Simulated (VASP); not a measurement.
Wanted: the native input for a VASP 6.6.1 run.

```
Task                   : single point
Functional             : PBE
Potentials or basis    : VASP PAW PBE potentials, release 64 (Co, Ti_sv)
Cutoff                 : 520 eV
k mesh                 : 9 × 9 × 9
Occupations            : fermi-dirac, width 0.05 eV
Spin                   : collinear spin, ferromagnetic start
Starting moments       : [2.0, 1.0] μB
Dipole correction      : no
Further INCAR settings : ALGO = Normal; EDIFF = 1e-07; NBANDS = 22
```

The structure of TiCo lies in POSCAR:

```
TiCo
1.0
    2.9832790407      0.0000000000      0.0000000000
    0.0000000000      2.9832790407      0.0000000000
    0.0000000000      0.0000000000      2.9832790407
Co Ti
1 1
Direct
    0.5000000000      0.5000000000      0.5000000000
    0.0000000000      0.0000000000      0.0000000000
```

The input as run:

INCAR

```
SYSTEM = TiCo
PREC = Accurate
ENCUT = 520
EDIFF = 1E-7
ISMEAR = -1
SIGMA = 0.05
LREAL = .False.
LASPH = .True.
NELM = 150
ALGO = Normal
ISIF = 2
LWAVE = .False.
LCHARG = .False.
ISPIN = 2
MAGMOM = 2 1
LORBIT = 11
LMAXMIX = 4
GGA = PE
NBANDS = 22
```

KPOINTS

```
Automatic mesh
0
Gamma
  9 9 9
  0 0 0
```

Potentials or basis: VASP PAW PBE potentials, release 64 (Co, Ti_sv).

Launch:

```console
$ cat potpaw_PBE.64/Co/POTCAR potpaw_PBE.64/Ti_sv/POTCAR > POTCAR
$ mpirun -np 1 vasp_std > vasp.out
```

It gave:

```json
{
 "Pressure": "-0.7 GPa",
 "Net moment": "0.79 μB per cell",
 "Site moments": "Co +0.87; Ti -0.03 μB",
 "Valence electrons inside the program's atomic spheres": "Co 8.29; Ti 10.29"
}
```

Wall time 20 s on 1 thread of Intel(R) Xeon(R) 6975P-C (Granite Rapids) (shared host), peak memory 0.16 GiB.
